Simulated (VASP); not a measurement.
# Ta4C3 (P4/mmm) in VASP: further runs

Ta4C3 is run at these levels: PBEsol; tasks: single point.

Everything below comes from runs of VASP 6.6.1. Logs are shortened: lines on timing, memory, paths and dates and some standing lists are left out, and cuts for length are marked.

### 1 The cell of the first run

The structure is tetragonal, space group P4/mmm (No. 123). Conventional cell: a = 4.755 Å, b = 4.755 Å, c = 4.226 Å, α = 90.00°, β = 90.00°, γ = 90.00°. Within 2.8 Å of Ta (site symmetry mmm) lie 4 C at 2.11 to 2.38 Å. Ta (site symmetry 4/mmm) has 4 C at 2.38 Å within 3.1 Å. Within 2.8 Å of Ta (site symmetry 4/mmm) lie 6 C at 2.11 to 2.38 Å. C (site symmetry mmm) has 6 Ta at 2.11 to 2.38 Å within 2.8 Å. Within 2.8 Å of C (site symmetry 4/mmm) lie 6 Ta at 2.11 to 2.38 Å.

### 2 Single point, PBEsol (strain +0.080 along x and y, -0.040 along z)

Input file INCAR:

```
ALGO = Normal
EDIFF = 1E-6
ENCUT = 520
GGA = PS
ISIF = 2
ISMEAR = 0
LASPH = True
LCHARG = True
LELF = True
LREAL = False
LVHAR = True
LWAVE = False
NBANDS = 37
NELM = 100
PREC = Accurate
SIGMA = 0.15
```

Input file KPOINTS:

```
k-points
0
Gamma
  10 10 10
```

Input file POSCAR:

```
Ta4C3
1.0
    4.7548103822      0.0000000000      0.0000000000
    0.0000000000      4.7548103822      0.0000000000
    0.0000000000      0.0000000000      4.2264981175
Ta C
4 3
Direct
    0.0000000000      0.5000000000      0.5000000000
    0.5000000000      0.0000000000      0.5000000000
    0.5000000000      0.5000000000      0.0000000000
    0.0000000000      0.0000000000      0.0000000000
    0.5000000000      0.0000000000      0.0000000000
    0.0000000000      0.5000000000      0.0000000000
    0.0000000000      0.0000000000      0.5000000000
```

Potentials or basis: VASP PAW PBE potentials, release 64 (Ta_pv, C).

Started as:

```console
$ cat potpaw_PBE.64/Ta_pv/POTCAR potpaw_PBE.64/C/POTCAR > POTCAR
$ mpirun -np 1 vasp_std > vasp.out
```

OUTCAR:

```text
EDIFF = 1E-6
   ENCUT = 520
   GGA = PS
   ISIF = 2
   ISMEAR = 0
   LASPH = True
   LREAL = False
   NELM = 100
   PREC = Accurate

 ion  position               nearest neighbor table
   1  0.000  0.500  0.500-   6 2.11   6 2.11   7 2.38   7 2.38   3 3.18   4 3.18   3 3.18   4 3.18
                             4 3.18   4 3.18   3 3.18   3 3.18   2 3.36   2 3.36   2 3.36   2 3.36
   2  0.500  0.000  0.500-   5 2.11   5 2.11   7 2.38   7 2.38   3 3.18   4 3.18   3 3.18   3 3.18
                             3 3.18   4 3.18   4 3.18   4 3.18   1 3.36   1 3.36   1 3.36   1 3.36
   3  0.500  0.500  0.000-   5 2.38   6 2.38   5 2.38   6 2.38   1 3.18   2 3.18   2 3.18   1 3.18
                             2 3.18   1 3.18   2 3.18   1 3.18   4 3.36   4 3.36   4 3.36   4 3.36
   4  0.000  0.000  0.000-   7 2.11   7 2.11   5 2.38   6 2.38   6 2.38   5 2.38   2 3.18   2 3.18
                             1 3.18   1 3.18   1 3.18   2 3.18   1 3.18   2 3.18   3 3.36   3 3.36
   5  0.500  0.000  0.000-   2 2.11   2 2.11   4 2.38   3 2.38   3 2.38   4 2.38
   6  0.000  0.500  0.000-   1 2.11   1 2.11   4 2.38   3 2.38   4 2.38   3 2.38
   7  0.000  0.000  0.500-   4 2.11   4 2.11   1 2.38   2 2.38   1 2.38   2 2.38

  LATTYP: Found a simple tetragonal cell.
 ALAT       =     4.7548103822
 C/A-ratio  =     0.8888888889

  Lattice vectors:

 A1 = (   4.7548103822,   0.0000000000,   0.0000000000)
 A2 = (   0.0000000000,   4.7548103822,   0.0000000000)
 A3 = (   0.0000000000,   0.0000000000,   4.2264981175)

Analysis of symmetry for initial positions (statically):
=====================================================================
 Subroutine PRICEL returns:
 Original cell was already a primitive cell.

 Routine SETGRP: Setting up the symmetry group for a
 simple tetragonal supercell.

 Subroutine GETGRP returns: Found 16 space group operations
 (whereof 16 operations were pure point group operations)
 out of a pool of 16 trial point group operations.

The static configuration has the point symmetry D_4h.

Analysis of symmetry for dynamics (positions and initial velocities):
=====================================================================
 Subroutine PRICEL returns:
 Original cell was already a primitive cell.

 Routine SETGRP: Setting up the symmetry group for a
 simple tetragonal supercell.

 Subroutine GETGRP returns: Found 16 space group operations
 (whereof 16 operations were pure point group operations)
 out of a pool of 16 trial point group operations.

The dynamic configuration has the point symmetry D_4h.

 Subroutine INISYM returns: Found 16 space group operations
 (whereof 16 operations are pure point group operations),
 and found     1 'primitive' translations

----------------------------------------------------------------------------------------

                                     Primitive cell

  volume of cell :      95.5536

  direct lattice vectors                    reciprocal lattice vectors
     4.754810382  0.000000000  0.000000000     0.210313329  0.000000000  0.000000000
     0.000000000  4.754810382  0.000000000     0.000000000  0.210313329  0.000000000
     0.000000000  0.000000000  4.226498118     0.000000000  0.000000000  0.236602495

  length of vectors
     4.754810382  4.754810382  4.226498118     0.210313329  0.210313329  0.236602495

  position of ions in fractional coordinates (direct lattice)
     0.000000000  0.500000000  0.500000000
     0.500000000  0.000000000  0.500000000
     0.500000000  0.500000000  0.000000000
     0.000000000  0.000000000  0.000000000
     0.500000000  0.000000000  0.000000000
     0.000000000  0.500000000  0.000000000
     0.000000000  0.000000000  0.500000000

  ion indices of the primitive-cell ions
   primitive index   ion index
                 1           1
                 2           2
                 3           3
                 4           4
                 5           5
                 6           6
                 7           7

----------------------------------------------------------------------------------------

 KPOINTS: k-points

Automatic generation of k-mesh.
 Grid dimensions read from file:
 generate k-points for:   10   10   10

 Generating k-lattice:

  Cartesian coordinates                     Fractional coordinates (reciprocal lattice)
     0.021031333  0.000000000  0.000000000     0.100000000  0.000000000  0.000000000
     0.000000000  0.021031333  0.000000000     0.000000000  0.100000000  0.000000000
     0.000000000  0.000000000  0.023660250     0.000000000  0.000000000  0.100000000

  Length of vectors
     0.021031333  0.021031333  0.023660250

  Shift w.r.t. Gamma in fractional coordinates (k-lattice)
     0.000000000  0.000000000  0.000000000

 Subroutine IBZKPT returns following result:
 ===========================================

 Found    126 irreducible k-points:

 Following reciprocal coordinates:
            Coordinates               Weight
  0.000000  0.000000  0.000000      1.000000
  0.100000  0.000000  0.000000      4.000000
  0.200000  0.000000  0.000000      4.000000
  0.300000  0.000000  0.000000      4.000000
  0.400000  0.000000  0.000000      4.000000
  0.500000  0.000000  0.000000      2.000000
[... 16 lines left out ...]
  0.100000  0.000000  0.100000      8.000000
  0.200000  0.000000  0.100000      8.000000
 [... further k-points ...]
   k-points           NKPTS =    126   k-points in BZ     NKDIM =    126   number of bands    NBANDS=     37
   number of dos      NEDOS =    301   number of ions     NIONS =      7
   total plane-waves  NPLWV =  41472
   dimension x,y,z NGX =    36 NGY =   36 NGZ =   32
   dimension x,y,z NGXF=    72 NGYF=   72 NGZF=   64
   ions per type =               4   3
   NGX,Y,Z   is equivalent  to a cutoff of  12.59, 12.59, 12.59 a.u.
   NGXF,Y,Z  is equivalent  to a cutoff of  25.17, 25.17, 25.17 a.u.
 SYSTEM =  unknown system
   PREC   = accura    normal or accurate (medium, high low for compatibility)
   ISTART =      0    job   : 0-new  1-cont  2-samecut
   ICHARG =      2    charge: 1-file 2-atom 10-const
   ISPIN  =      1    spin polarized calculation?
   LNONCOLLINEAR =      F non collinear calculations
   LSORBIT =      F    spin-orbit coupling
   LASPH  =      T    aspherical Exc in radial PAW
   ENCUT  =  520.0 eV  38.22 Ry    6.18 a.u.   8.84  8.84  7.86*2*pi/ulx,y,z
   NELM   =    100;   NELMIN=  2; NELMDL= -5     # of ELM steps
   EDIFF  = 0.1E-05   stopping-criterion for ELM
   LREAL  =      F    real-space projection
   EDIFFG = 0.1E-04   stopping-criterion for IOM
   NSW    =      0    number of steps for IOM
   IBRION =     -1    ionic relax: 0-MD 1-quasi-New 2-CG
   NFREE  =      0    steps in history (QN), initial steepest desc. (CG)
   ISIF   =      2    stress and relaxation
   ISYM   =      2    0-nonsym 1-usesym 2-fastsym
   POTIM  = 0.5000    time-step for ionic-motion
   TEBEG  =    0.0;   TEEND  =   0.0 temperature during run
   PSTRESS=    0.0 pullay stress
   NELECT =      56.0000    total number of electrons
   NUPDOWN=      -1.0000    fix difference up-down
   EMIN   =  10.00;   EMAX   =-10.00  energy-range for DOS
   EFERMI =   0.00;   METHOD = LEGACY
   ISMEAR =     0;   SIGMA  =   0.15  broadening in eV -4-tet -1-fermi 0-gaus
   EFERMI_NEDOS =   21; number of points for ismear=-14 and -15
   IALGO  =     38    algorithm
   IMIX   =      4    mixing-type and parameters
     AMIX     =   0.40;   BMIX     =  1.00
     AMIX_MAG =   1.60;   BMIX_MAG =  1.00
  volume/ion in A,a.u.               =      13.65        92.12
  Fermi-wavevector in a.u.,A,eV,Ry     =   1.370004  2.588932 25.536921  1.876911
  Thomas-Fermi vector in A             =   2.495829
   LORBIT       =      0    0 simple, 1 ext, 2 COOP (PROOUT), +10 PAW based schemes
   GGA     = PS    functional components
   LHFCALC =     F    Hartree Fock is set to
   AEXX    =    0.0000 exact exchange contribution
   IVDW    =     0    specifies the selected vdW correction
   LEPSILON=     F    determine dielectric tensor
   LRPA    =     F    only Hartree local field effects (RPA)
 non-spin polarized calculation
 Gauss-broadening in eV      SIGMA  =   0.15
  energy-cutoff  :      520.00
  volume of cell :       95.55
 maximum number of plane-waves:      2608
 NGX is ok and might be reduce to    36
   NGX = 17   NGY = 17   NGZ = 15

 number of electron      55.9999984 magnetization

 Free energy of the ion-electron system (eV)
  ---------------------------------------------------
  ext. energy  EPLUGINS =         0.00000000
  ---------------------------------------------------
  free energy    TOTEN  =       -81.06231226 eV

  energy without entropy =      -81.02150210  energy(sigma->0) =      -81.04190718

 E-fermi :   6.3185     XC(G=0): -12.5156

 val. band max:        6.3157192467   @ k =   0.5000   0.4000   0.4000
 cond. band min:       6.3216718666   @ k =   0.5000   0.1000   0.0000
 fundamental gap:      0.0059526200
 Fermi energy:         6.3184770324

 k-point     1 :       0.0000    0.0000    0.0000
  band No.  band energies     occupation
      1     -29.1989      2.00000
      2     -29.1989      2.00000
      3     -29.1134      2.00000
      4     -28.7910      2.00000
      5     -28.7910      2.00000
      6     -28.6417      2.00000
[... 29 lines left out ...]
     36       9.4499      0.00000
     37       9.5534      0.00000

 k-point     2 :       0.1000    0.0000    0.0000
  band No.  band energies     occupation
      1     -29.1969      2.00000
      2     -29.1938      2.00000
      3     -29.1107      2.00000
      4     -28.7928      2.00000
      5     -28.7896      2.00000
      6     -28.6398      2.00000
[... 29 lines left out ...]
     36       9.5245      0.00000
     37       9.6052      0.00000
[... 838 lines left out ...]
     36       9.5242      0.00000
     37       9.5248      0.00000

 k-point    24 :       0.2000    0.0000    0.1000
  band No.  band energies     occupation
      1     -29.1873      2.00000
      2     -29.1798      2.00000
      3     -29.1014      2.00000
      4     -28.7942      2.00000
      5     -28.7881      2.00000
      6     -28.6319      2.00000
[... 29 lines left out ...]
     36       9.6846      0.00000
     37       9.7751      0.00000

 [... further k-points ...]

------------------------ aborting loop because EDIFF is reached ----------------------------------------

  FORCE on cell =-STRESS in cart. coord.  units (eV):
  Direction    XX          YY          ZZ          XY          YZ          ZX
  --------------------------------------------------------------------------------------
  -------------------------------------------------------------------------------------
  Total      -20.1583527    -20.1583527      2.1074617      0.0000000     -0.0000000      0.0000000
  in kB     -338.0014297   -338.0014297     35.3364714      0.0000000     -0.0000000      0.0000000
  external PRESSURE =    -213.5554627 kB  Pullay stress =       0.0000000 kB

 VOLUME and BASIS-vectors are now :
 -----------------------------------------------------------------------------
  energy-cutoff  :      520.00
  volume of cell :       95.55
      direct lattice vectors                 reciprocal lattice vectors
     4.754810382  0.000000000  0.000000000     0.210313329  0.000000000  0.000000000
     0.000000000  4.754810382  0.000000000     0.000000000  0.210313329  0.000000000
     0.000000000  0.000000000  4.226498118     0.000000000  0.000000000  0.236602495

 POSITION                                       TOTAL-FORCE (eV/Angst)
 -----------------------------------------------------------------------------------
      0.00000      2.37741      2.11325         0.000000      0.000000      0.000000
      2.37741      0.00000      2.11325         0.000000      0.000000      0.000000
      2.37741      2.37741      0.00000         0.000000      0.000000      0.000000
      0.00000      0.00000      0.00000         0.000000      0.000000      0.000000
      2.37741      0.00000      0.00000         0.000000      0.000000      0.000000
      0.00000      2.37741      0.00000         0.000000      0.000000      0.000000
      0.00000      0.00000      2.11325         0.000000      0.000000      0.000000
 -----------------------------------------------------------------------------------
    total drift:                                0.000000      0.000000      0.000000

  FREE ENERGIE OF THE ION-ELECTRON SYSTEM (eV)
  ---------------------------------------------------
  free  energy   TOTEN  =       -81.0623122614 eV

  energy  without entropy=      -81.0215020988  energy(sigma->0) =      -81.04190718
```

Wall time 2.4 min (1 thread of Intel Xeon 6975P-C (Granite Rapids), shared host); peak memory 0.44 GiB.

Results:

* Free energy: -81.0623 eV
* Pressure: -21.4 GPa
* Band gap on the k mesh: zero (band 28 reaches 6.91 eV, above the bottom of band 29 at 5.56 eV)

Caveat: the cell differs from its parent crystal (strain +0.080 along x and y, -0.040 along z); the PAW data sets were made with another functional, which shifts forces and pressure a little; spin-orbit coupling is left out, which moves the levels of the heavy elements.

### 3 Single point, PBEsol (strain +0.080 along x and y, +0.000 along z)

Input file INCAR:

```
SYSTEM = Ta4C3
PREC     = Accurate       ! precision mode
ENCUT    = 520            ! plane-wave cutoff, eV
EDIFF    = 1E-6           ! SCF threshold, eV
ISMEAR   = 0              ! smearing method
SIGMA    = 0.15           ! smearing width, eV
LREAL    = .FALSE.        ! projectors in reciprocal space
LASPH    = .TRUE.         ! aspherical terms in the spheres
NELM     = 100            ! most SCF steps
ALGO     = Normal         ! electronic algorithm
ISIF     = 2              ! what is computed and relaxed
LWAVE    = .FALSE.        ! write WAVECAR
LCHARG   = .TRUE.         ! write CHGCAR
GGA      = PS             ! functional
LELF     = .TRUE.         ! ELF
LVHAR    = .TRUE.       
NBANDS   = 37             ! bands
```

Input file KPOINTS:

```
regular mesh
0
G
  10 10 10
  0 0 0
```

Edit POSCAR of step 2 so:

```diff
@@ -4,3 +4,3 @@
     0.0000000000      4.7548103822      0.0000000000
-    0.0000000000      0.0000000000      4.2264981175
+    0.0000000000      0.0000000000      4.4026022057
 Ta C
```

Potentials or basis: VASP PAW PBE potentials, release 64 (Ta_pv, C).

Started as:

```console
$ cat potpaw_PBE.64/Ta_pv/POTCAR potpaw_PBE.64/C/POTCAR > POTCAR
$ mpirun -np 1 vasp_std > vasp.out
```

Wall time 2.7 min (1 thread of Intel Xeon 6975P-C (Granite Rapids), shared host); peak memory 0.46 GiB.

It converged, with:

```
Free energy            : -80.8268 eV
Pressure               : -32.0 GPa
Band gap on the k mesh : zero (band 28 reaches 6.32 eV, above the bottom of band 29 at 5.12 eV)
```

Stress tensor (GPa, compression positive):
```
-37.63   0.00   0.00
  0.00 -37.63   0.00
  0.00   0.00 -20.77
```

Levels at points of the mesh, in eV from the Fermi level:
| k point | band 25 | band 26 | band 27 | band 28 | band 29 | band 30 | band 31 | band 32 |
| --- | --- | --- | --- | --- | --- | --- | --- | --- |
| (0.00, 0.00, 0.00) | -1.03 | -0.71 | -0.71 | -0.65 | -0.65 | -0.34 | 0.01 | 0.64 |
| (0.50, 0.00, 0.00) | -1.86 | -1.58 | -1.45 | 0.24 | 0.24 | 0.34 | 1.39 | 1.54 |
| (0.50, 0.50, 0.00) | -1.68 | -1.29 | -0.47 | -0.47 | 1.19 | 1.21 | 1.21 | 1.47 |
| (0.00, 0.00, 0.50) | -2.28 | -2.28 | -1.71 | 0.02 | 0.02 | 0.87 | 1.32 | 1.98 |
| (0.50, 0.00, 0.50) | -1.66 | -1.63 | -0.87 | 0.18 | 1.27 | 1.41 | 1.60 | 1.77 |
| (0.50, 0.50, 0.50) | -1.30 | -1.30 | -0.36 | -0.32 | 2.28 | 2.42 | 2.70 | 2.70 |

Caveat: the cell differs from its parent crystal (strain +0.080 along x and y, +0.000 along z); the PAW data sets were made with another functional, which shifts forces and pressure a little; spin-orbit coupling is left out, which moves the levels of the heavy elements.
